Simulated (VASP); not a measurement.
Here is a VASP 6.6.1 calculation.

INCAR

```
PREC = Accurate
ENCUT = 520
EDIFF = 1E-6
ISMEAR = 0
SIGMA = 0.15
LREAL = False
LASPH = True
NELM = 60
ALGO = Normal
ISIF = 2
LWAVE = False
LCHARG = False
GGA = PS
NBANDS = 15
```

File KPOINTS:

```
regular mesh
0
Gamma
  24 24 24
```

Contents of POSCAR:

```
TiC
1.0
    0.0000000000      2.1466854843      2.0930183472
    2.1466854843      0.0000000000      2.0930183472
    2.1466854843      2.1466854843      0.0000000000
Ti C
1 1
Direct
    0.0000000000      0.0000000000      0.0000000000
    0.5000000000      0.5000000000      0.5000000000
```

Potentials or basis: VASP PAW PBE potentials, release 64 (Ti_sv, C).

Command:

```sh
$ cat potpaw_PBE.64/Ti_sv/POTCAR potpaw_PBE.64/C/POTCAR > POTCAR
$ mpirun -np 1 vasp_std > vasp.out
```

(1) Estimate the band gap on the k mesh.

(2) Estimate the pressure.

Answers

(1) zero (bands 8 and 9 overlap by 1.42 eV).

(2) 7.6 GPa.

Caveat: the cell differs from its parent crystal (strain +0.000 along x and y, -0.025 along z); the cell stands under pressure; the PAW data sets were made with another functional, which shifts forces and pressure a little.
